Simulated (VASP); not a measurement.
# Cu2H3 (P6/mmm) in VASP: a series of runs

The runs below take Cu2H3 through single point, relaxation of cell and atoms, with PBE.

All numbers are computed with VASP 6.6.1; they aren't measurements. Logs are shortened: lines on timing, memory, paths and dates and some standing lists are left out, and cuts for length are marked.

## Step 1: The cell of the first run

Symmetry: P6/mmm, No. 191, hexagonal system. Conventional cell: a = 3.854 Å, b = 3.854 Å, c = 3.460 Å, α = 90.00°, β = 90.00°, γ = 120.00°. Cu (site symmetry -6m2) has 3 Cu at 2.22 Å and 12 H at 2.29 to 2.82 Å within 2.9 Å. Within 1.5 Å of H (site symmetry 6mm) lie 2 H at 1.11 to 1.18 Å. Within 1.6 Å of H (site symmetry 6/mmm) lie 2 H at 1.18 Å.

The cell was built from a structure type or drawn by symmetry, and may not be a known phase.

## Step 2: Single point, PBE

File INCAR:

```
PREC = Accurate
ENCUT = 520
EDIFF = 1E-6
ISMEAR = 0
SIGMA = 0.1
LREAL = False
LASPH = True
NELM = 60
ALGO = Normal
ISIF = 2
LWAVE = False
LCHARG = False
GGA = PE
NBANDS = 20
```

File KPOINTS:

```
Automatic mesh
0
Gamma
  6 6 6
```

File POSCAR:

```
Cu2H3
1.0
    3.8535931800      0.0000000000      0.0000000000
   -1.9267965900      3.3373095900      0.0000000000
    0.0000000000      0.0000000000      3.4603044400
Cu H
2 3
Direct
    0.3333333300      0.6666666700      0.0000000000
    0.6666666700      0.3333333300      0.0000000000
    0.0000000000      0.0000000000      0.8397333000
    0.0000000000      0.0000000000      0.1602667000
    0.0000000000      0.0000000000      0.5000000000
```

Potentials or basis: VASP PAW PBE potentials, release 64 (Cu, H).

Launch:

```sh
$ cat potpaw_PBE.64/Cu/POTCAR potpaw_PBE.64/H/POTCAR > POTCAR
$ mpirun -np 1 vasp_std > vasp.out
```

OUTCAR:

```text
PREC = Accurate
   ENCUT = 520
   EDIFF = 1E-6
   ISMEAR = 0
   LREAL = False
   LASPH = True
   NELM = 60
   ISIF = 2
   GGA = PE

 ion  position               nearest neighbor table
   1  0.333  0.667  0.000-   2 2.22   2 2.22   2 2.22
   2  0.667  0.333  0.000-   1 2.22   1 2.22   1 2.22
   3  0.000  0.000  0.840-
   4  0.000  0.000  0.160-
   5  0.000  0.000  0.500-

  LATTYP: Found a hexagonal cell.
 ALAT       =     3.8535931800
 C/A-ratio  =     0.8979423303

  Lattice vectors:

 A1 = (   3.8535931800,   0.0000000000,   0.0000000000)
 A2 = (  -1.9267965900,   3.3373095900,   0.0000000000)
 A3 = (   0.0000000000,   0.0000000000,   3.4603044400)

Analysis of symmetry for initial positions (statically):
=====================================================================
 Subroutine PRICEL returns:
 Original cell was already a primitive cell.

 Routine SETGRP: Setting up the symmetry group for a
 hexagonal supercell.

 Subroutine GETGRP returns: Found 24 space group operations
 (whereof 24 operations were pure point group operations)
 out of a pool of 24 trial point group operations.

The static configuration has the point symmetry D_6h.

Analysis of symmetry for dynamics (positions and initial velocities):
=====================================================================
 Subroutine PRICEL returns:
 Original cell was already a primitive cell.

 Routine SETGRP: Setting up the symmetry group for a
 hexagonal supercell.

 Subroutine GETGRP returns: Found 24 space group operations
 (whereof 24 operations were pure point group operations)
 out of a pool of 24 trial point group operations.

The dynamic configuration has the point symmetry D_6h.

 Subroutine INISYM returns: Found 24 space group operations
 (whereof 24 operations are pure point group operations),
 and found     1 'primitive' translations

----------------------------------------------------------------------------------------

                                     Primitive cell

  volume of cell :      44.5017

  direct lattice vectors                    reciprocal lattice vectors
     3.853593180  0.000000000  0.000000000     0.259498072  0.149821282  0.000000000
    -1.926796590  3.337309590  0.000000000     0.000000000  0.299642563  0.000000000
     0.000000000  0.000000000  3.460304440     0.000000000  0.000000000  0.288991913

  length of vectors
     3.853593180  3.853593180  3.460304440     0.299642563  0.299642563  0.288991913

[... 81 lines left out ...]
   LNONCOLLINEAR =      F non collinear calculations
   LSORBIT =      F    spin-orbit coupling
   LASPH  =      T    aspherical Exc in radial PAW
   ENCUT  =  520.0 eV  38.22 Ry    6.18 a.u.   7.17  7.17  6.43*2*pi/ulx,y,z
   NELM   =     60;   NELMIN=  2; NELMDL= -5     # of ELM steps
   EDIFF  = 0.1E-05   stopping-criterion for ELM
   LREAL  =      F    real-space projection
[... 7 lines left out ...]
   TEBEG  =    0.0;   TEEND  =   0.0 temperature during run
   PSTRESS=    0.0 pullay stress
   NELECT =      25.0000    total number of electrons
   NUPDOWN=      -1.0000    fix difference up-down
   EMIN   =  10.00;   EMAX   =-10.00  energy-range for DOS
   EFERMI =   0.00;   METHOD = LEGACY
   ISMEAR =     0;   SIGMA  =   0.10  broadening in eV -4-tet -1-fermi 0-gaus
   EFERMI_NEDOS =   21; number of points for ismear=-14 and -15
   IALGO  =     38    algorithm
   IMIX   =      4    mixing-type and parameters
     AMIX     =   0.40;   BMIX     =  1.00
     AMIX_MAG =   1.60;   BMIX_MAG =  1.00
  volume/ion in A,a.u.               =       8.90        60.06
  Fermi-wavevector in a.u.,A,eV,Ry     =   1.350815  2.552671 24.826574  1.824702
  Thomas-Fermi vector in A             =   2.478289
   LORBIT       =      0    0 simple, 1 ext, 2 COOP (PROOUT), +10 PAW based schemes
   GGA     = PE    functional components
   LHFCALC =     F    Hartree Fock is set to
   AEXX    =    0.0000 exact exchange contribution
   IVDW    =     0    specifies the selected vdW correction
   LEPSILON=     F    determine dielectric tensor
   LRPA    =     F    only Hartree local field effects (RPA)
 non-spin polarized calculation
 Gauss-broadening in eV      SIGMA  =   0.10
  energy-cutoff  :      520.00
  volume of cell :       44.50
 maximum number of plane-waves:      1218
 NGX is ok and might be reduce to    30
   NGX = 15   NGY = 15   NGZ = 13

 number of electron      25.0000002 magnetization

 Free energy of the ion-electron system (eV)
  ---------------------------------------------------
  ext. energy  EPLUGINS =         0.00000000
  ---------------------------------------------------
  free energy    TOTEN  =       -12.70046477 eV

  energy without entropy =      -12.68677658  energy(sigma->0) =      -12.69362067

 E-fermi :   3.4026     XC(G=0): -10.3746

 val. band max:        3.3680054693   @ k =   0.5000   0.0000   0.1667
 cond. band min:       3.4119154027   @ k =   0.3333   0.1667   0.5000
 fundamental gap:      0.0439099334
 Fermi energy:         3.4026173943

 k-point     1 :       0.0000    0.0000    0.0000
  band No.  band energies     occupation
      1      -7.4215      2.00000
      2       0.0002      2.00000
      3       0.3520      2.00000
      4       0.3520      2.00000
      5       0.3718      2.00000
      6       0.3718      2.00000
[... 541 lines left out ...]
     19      17.1226      0.00000
     20      18.1978      0.00000

 [... further k-points ...]

------------------------ aborting loop because EDIFF is reached ----------------------------------------

  FORCE on cell =-STRESS in cart. coord.  units (eV):
  Direction    XX          YY          ZZ          XY          YZ          ZX
  --------------------------------------------------------------------------------------
  -------------------------------------------------------------------------------------
  Total        4.2101282      4.2101282     -2.0750980      0.0000000     -0.0000000      0.0000000
  in kB      151.5755761    151.5755761    -74.7089298      0.0000000     -0.0000000      0.0000000
  external PRESSURE =      76.1474075 kB  Pullay stress =       0.0000000 kB

 VOLUME and BASIS-vectors are now :
 -----------------------------------------------------------------------------
  energy-cutoff  :      520.00
  volume of cell :       44.50
      direct lattice vectors                 reciprocal lattice vectors
     3.853593180  0.000000000  0.000000000     0.259498072  0.149821282  0.000000000
    -1.926796590  3.337309590  0.000000000     0.000000000  0.299642563  0.000000000
     0.000000000  0.000000000  3.460304440     0.000000000  0.000000000  0.288991913

 POSITION                                       TOTAL-FORCE (eV/Angst)
 -----------------------------------------------------------------------------------
     -0.00000      2.22487      0.00000         0.000000     -0.000000      0.000000
      1.92680      1.11244      0.00000        -0.000000      0.000000      0.000000
      0.00000      0.00000      2.90573         0.000000      0.000000     -1.804165
      0.00000      0.00000      0.55457         0.000000     -0.000000      1.804165
      0.00000      0.00000      1.73015         0.000000      0.000000      0.000000
 -----------------------------------------------------------------------------------
    total drift:                               -0.000000      0.000000     -0.000000

  FREE ENERGIE OF THE ION-ELECTRON SYSTEM (eV)
  ---------------------------------------------------
  free  energy   TOTEN  =       -12.7004647697 eV

  energy  without entropy=      -12.6867765770  energy(sigma->0) =      -12.69362067
```

It took 17 s on 1 thread of Intel Xeon 6975P-C (Granite Rapids), shared host; peak memory 0.16 GiB.

Results:

```yaml
Free_energy: -12.7005 eV
Pressure: 7.6 GPa
Largest_force: 1.804 eV/Å
Band_gap_on_the_k_mesh: zero (an odd number of electrons rules out a gap without spin polarisation)
```

Forces in eV/Å, atoms in the order of the input:
```
Cu   0.000  0.000  0.000
Cu   0.000  0.000  0.000
H    0.000  0.000 -1.804
H    0.000  0.000  1.804
H    0.000  0.000  0.000
```

Stress tensor (GPa, compression positive):
```
15.16  0.00  0.00
 0.00 15.16  0.00
 0.00  0.00 -7.47
```

Caveat: the cell stands under pressure; forces of over 1 eV/Å act on the atoms, so gaps and moduli don't describe the material at rest.

## Step 3: Single point, PBE

This run uses another cell than the first one, of 9.19 Å³/atom.

File INCAR:

```
SYSTEM = Cu2H3
PREC = Accurate ; ENCUT = 520
EDIFF = 1E-7 ; ISMEAR = 0
SIGMA = 0.1 ; LREAL = .False.
LASPH = .True. ; NELM = 60
ALGO = Normal ; ISIF = 2
LWAVE = .False. ; LCHARG = .True.
GGA = PE ; LELF = .True.
LVHAR = .True. ; NBANDS = 20
```

File KPOINTS:

```
regular mesh
0
Gamma
  12 12 14
  0 0 0
```

File POSCAR:

```
Cu2H3
1.0
    4.4044282653      0.0000000000      0.0000000000
   -2.2022141327      3.8143467669      0.0000000000
    0.0000000000      0.0000000000      2.7358107912
Cu H
2 3
Direct
    0.3333333333      0.6666666667      0.0000000000
    0.6666666667      0.3333333333      0.0000000000
    0.0000000000      0.0000000000      0.8271711650
    0.0000000000      0.0000000000      0.1728288350
    0.0000000000      0.0000000000      0.5000000000
```

Potentials or basis: VASP PAW PBE potentials, release 64 (Cu, H).

Launch:

```sh
$ cat potpaw_PBE.64/Cu/POTCAR potpaw_PBE.64/H/POTCAR > POTCAR
$ mpirun -np 1 vasp_std > vasp.out
```

OUTCAR:

```text
SYSTEM = Cu2H3
   PREC = Accurate
   ENCUT = 520
   EDIFF = 1E-7
   ISMEAR = 0
   LREAL = .False.
   LASPH = .True.
   NELM = 60
   ISIF = 2
   GGA = PE

 ion  position               nearest neighbor table
   1  0.333  0.667  0.000-   2 2.54   2 2.54   2 2.54
   2  0.667  0.333  0.000-   1 2.54   1 2.54   1 2.54
   3  0.000  0.000  0.827-
   4  0.000  0.000  0.173-
   5  0.000  0.000  0.500-

  LATTYP: Found a hexagonal cell.
 ALAT       =     4.4044282653
 C/A-ratio  =     0.6211500396

  Lattice vectors:

 A1 = (   4.4044282653,   0.0000000000,   0.0000000000)
 A2 = (  -2.2022141327,   3.8143467669,   0.0000000000)
 A3 = (   0.0000000000,   0.0000000000,   2.7358107912)

Analysis of symmetry for initial positions (statically):
=====================================================================
 Subroutine PRICEL returns:
 Original cell was already a primitive cell.

 Routine SETGRP: Setting up the symmetry group for a
 hexagonal supercell.

 Subroutine GETGRP returns: Found 24 space group operations
 (whereof 24 operations were pure point group operations)
 out of a pool of 24 trial point group operations.

The static configuration has the point symmetry D_6h.

Analysis of symmetry for dynamics (positions and initial velocities):
=====================================================================
 Subroutine PRICEL returns:
 Original cell was already a primitive cell.

 Routine SETGRP: Setting up the symmetry group for a
 hexagonal supercell.

 Subroutine GETGRP returns: Found 24 space group operations
 (whereof 24 operations were pure point group operations)
 out of a pool of 24 trial point group operations.

The dynamic configuration has the point symmetry D_6h.

[... 120 lines left out ...]
   EFERMI_NEDOS =   21; number of points for ismear=-14 and -15
   IALGO  =     38    algorithm
   IMIX   =      4    mixing-type and parameters
     AMIX     =   0.40;   BMIX     =  1.00
     AMIX_MAG =   1.60;   BMIX_MAG =  1.00
  volume/ion in A,a.u.               =       9.19        62.03
  Fermi-wavevector in a.u.,A,eV,Ry     =   1.336358  2.525351 24.298011  1.785853
  Thomas-Fermi vector in A             =   2.464991
   LORBIT       =      0    0 simple, 1 ext, 2 COOP (PROOUT), +10 PAW based schemes
   GGA     = PE    functional components
   LHFCALC =     F    Hartree Fock is set to
   AEXX    =    0.0000 exact exchange contribution
   IVDW    =     0    specifies the selected vdW correction
   LEPSILON=     F    determine dielectric tensor
   LRPA    =     F    only Hartree local field effects (RPA)
 non-spin polarized calculation
 Gauss-broadening in eV      SIGMA  =   0.10
  energy-cutoff  :      520.00
  volume of cell :       45.96
 maximum number of plane-waves:      1266
 NGX is ok and might be reduce to    36
   NGX = 17   NGY = 17   NGZ = 11

 number of electron      24.9999955 magnetization

 Free energy of the ion-electron system (eV)
  ---------------------------------------------------
  ext. energy  EPLUGINS =         0.00000000
  ---------------------------------------------------
  free energy    TOTEN  =       -13.91193675 eV

  energy without entropy =      -13.90979074  energy(sigma->0) =      -13.91086375

 E-fermi :   2.9341     XC(G=0): -10.2515

 val. band max:        2.9258979217   @ k =   0.2500   0.1667   0.1429
 cond. band min:       2.9895959257   @ k =   0.5000   0.0000   0.0714
 fundamental gap:      0.0636980040
 Fermi energy:         2.9341075537

 k-point     1 :       0.0000    0.0000    0.0000
  band No.  band energies     occupation
      1      -8.6526      2.00000
      2      -0.7203      2.00000
      3       0.4988      2.00000
      4       0.6338      2.00000
      5       0.7188      2.00000
      6       0.7188      2.00000
[... 541 lines left out ...]
     19      14.9922      0.00000
     20      16.9045      0.00000

 [... further k-points ...]

------------------------ aborting loop because EDIFF is reached ----------------------------------------

  FORCE on cell =-STRESS in cart. coord.  units (eV):
  Direction    XX          YY          ZZ          XY          YZ          ZX
  --------------------------------------------------------------------------------------
  -------------------------------------------------------------------------------------
  Total       -0.0113803     -0.0113803      0.0002550      0.0000000      0.0000000     -0.0000000
  in kB       -0.3967051     -0.3967051      0.0088897      0.0000000      0.0000000     -0.0000000
  external PRESSURE =      -0.2615068 kB  Pullay stress =       0.0000000 kB

 VOLUME and BASIS-vectors are now :
 -----------------------------------------------------------------------------
  energy-cutoff  :      520.00
  volume of cell :       45.96
      direct lattice vectors                 reciprocal lattice vectors
     4.404428265  0.000000000  0.000000000     0.227044225  0.131084044  0.000000000
    -2.202214133  3.814346767  0.000000000     0.000000000  0.262168088  0.000000000
     0.000000000  0.000000000  2.735810791     0.000000000  0.000000000  0.365522354

 POSITION                                       TOTAL-FORCE (eV/Angst)
 -----------------------------------------------------------------------------------
     -0.00000      2.54290      0.00000         0.000000     -0.000000      0.000000
      2.20221      1.27145      0.00000         0.000000     -0.000000      0.000000
      0.00000      0.00000      2.26298        -0.000000      0.000000      0.007580
      0.00000      0.00000      0.47283        -0.000000      0.000000     -0.007580
      0.00000      0.00000      1.36791        -0.000000     -0.000000      0.000000
 -----------------------------------------------------------------------------------
    total drift:                                0.000000      0.000000      0.000000

  FREE ENERGIE OF THE ION-ELECTRON SYSTEM (eV)
  ---------------------------------------------------
  free  energy   TOTEN  =       -13.9119367534 eV

  energy  without entropy=      -13.9097907433  energy(sigma->0) =      -13.91086375
```

OSZICAR:

```text
N       E                     dE             d eps       ncg     rms          rms(c)
DAV:   1     0.143924646933E+03    0.14392E+03   -0.10887E+04  6120   0.170E+03
DAV:   2    -0.828508567975E+01   -0.15221E+03   -0.14461E+03  6124   0.283E+02
DAV:   3    -0.161233604407E+02   -0.78383E+01   -0.74988E+01  7116   0.852E+01
DAV:   4    -0.162620388174E+02   -0.13868E+00   -0.13838E+00  7388   0.118E+01
DAV:   5    -0.162642586753E+02   -0.22199E-02   -0.22196E-02  7536   0.126E+00    0.125E+01
DAV:   6    -0.165503709415E+02   -0.28611E+00   -0.30850E+01  7800   0.118E+02    0.105E+01
DAV:   7    -0.139598269449E+02    0.25905E+01   -0.78527E+00  6956   0.618E+01    0.189E+00
DAV:   8    -0.139294333194E+02    0.30394E-01   -0.71227E-01  8408   0.153E+01    0.127E+00
DAV:   9    -0.139242893799E+02    0.51439E-02   -0.23596E-01  7792   0.105E+01    0.795E-01
DAV:  10    -0.139121773188E+02    0.12112E-01   -0.37163E-02  6956   0.430E+00    0.110E-01
DAV:  11    -0.139119467391E+02    0.23058E-03   -0.14665E-03  9676   0.404E-01    0.391E-02
DAV:  12    -0.139119431508E+02    0.35884E-05   -0.27551E-04  9192   0.260E-01    0.140E-02
DAV:  13    -0.139119374336E+02    0.57172E-05   -0.30437E-05  9420   0.937E-02    0.605E-03
DAV:  14    -0.139119367035E+02    0.73008E-06   -0.37139E-06  8220   0.260E-02    0.141E-03
DAV:  15    -0.139119367534E+02   -0.49873E-07   -0.91650E-08  5176   0.324E-03
   1 F= -.13911937E+02 E0= -.13910864E+02  d E =-.214601E-02
```

It took 62 s on 1 thread of Intel Xeon 6975P-C (Granite Rapids), shared host; peak memory 0.25 GiB.

Results:

| Property | Result |
| --- | --- |
| Free energy | -13.9119 eV |
| Pressure | 0.0 GPa |
| Largest force | 0.008 eV/Å |
| Band gap on the k mesh | zero (an odd number of electrons rules out a gap without spin polarisation) |

Forces in eV/Å, atoms in the order of the input:
```
Cu   0.000  0.000  0.000
Cu   0.000  0.000  0.000
H    0.000  0.000  0.008
H    0.000  0.000 -0.008
H    0.000  0.000  0.000
```

(Part 1 of 2 ends here.)
